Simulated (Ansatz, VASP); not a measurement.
**Two plane-wave programs on Ga2BSb3**

```xyz
6
Lattice="9.4371 0.0000 0.0000 -4.7186 8.1728 0.0000 0.0000 0.0000 2.8703" Properties=species:S:1:pos:R:3 pbc="T T T"
Ga    0.0000    5.4485    1.4352
Ga    4.7186    2.7243    1.4352
B     0.0000    0.0000    1.4352
Sb    4.7186    0.0000    1.4352
Sb   -2.3593    4.0864    1.4352
Sb    2.3593    4.0864    1.4352
```

Alike in both runs: functional PBE; k mesh 3 × 3 × 6; occupations gaussian, width 0.1 eV; no spin polarisation.

Ansatz relaxed the structure, and its values are those at the end. VASP's run is a single point on that final structure, the one shown.

```csv
,VASP,Ansatz
version,VASP 6.6.1,Ansatz 0.2.0
potentials or method,"VASP PAW PBE potentials, release 64 (Ga_d, B, Sb), cutoff 520 eV","scalar-relativistic, plane waves, PAW"
valence electrons in the cell,44,74
```

|  | VASP | Ansatz | Ansatz less VASP |
| --- | --- | --- | --- |
| gap on the k mesh at the Fermi level (eV) | none | none | - |
| pressure (GPa) | 0.2 | 0.2 | -0.04 |

A gap of «none» marks a metal or a gap that the smearing closes. VASP's potentials hold 44 valence electrons a cell and Ansatz's 74, so a difference there can come from the potentials and not from the codes.

The k mesh is coarse, so the values compare programs but aren't converged. Spin-orbit coupling is off throughout.
